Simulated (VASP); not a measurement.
Write the native input for VASP 6.6.1 that does the following.

```
Task                   : single point
Functional             : PBE
Potentials or basis    : VASP PAW PBE potentials, release 64 (Ir)
Cutoff                 : 520 eV
k mesh                 : 18 × 18 × 14
Occupations            : gaussian, width 0.1 eV
Spin                   : no spin polarisation
Dipole correction      : no
Further INCAR settings : ALGO = Fast; EDIFF = 1e-07; NBANDS = 16
```

The structure of Ir lies in POSCAR:

```
Ir
1.0
    1.9546795731      1.9546795731      0.0000000000
   -1.9329997978      1.9329997978      0.0000000000
    0.0000000000      0.0000000000      3.8577980028
Ir
2
Direct
    0.0000000000      0.0000000000      0.0000000000
    0.5000000000      0.5000000000      0.5000000000
```

This cell differs from its parent crystal: uniaxial strain along a: +1.0 %, then relaxed in part.

The input as run:

INCAR

```
ALGO = Fast ; EDIFF = 1E-7
ENCUT = 520 ; GGA = PE
ISIF = 2 ; ISMEAR = 0
LASPH = True ; LCHARG = False
LREAL = False ; LWAVE = False
NBANDS = 16 ; NELM = 80
PREC = Accurate ; SIGMA = 0.1
```

KPOINTS

```
k-points
0
Gamma
  18 18 14
```

Potentials or basis: VASP PAW PBE potentials, release 64 (Ir).

The run is started by

```sh
$ cat potpaw_PBE.64/Ir/POTCAR > POTCAR
$ mpirun -np 1 vasp_std > vasp.out
```

It gave:

```
Pressure               : -1.3 GPa
Band gap on the k mesh : zero (bands 9 and 10 overlap by 3.20 eV)
```

Caveat: the cell differs from its parent crystal (uniaxial strain along a: +1.0 %, then relaxed in part); spin-orbit coupling is left out, which moves the levels of the heavy elements.

Run time: 7.9 min on 1 thread of Intel Xeon 8259CL, with other jobs on the host, peak memory 0.41 GiB.
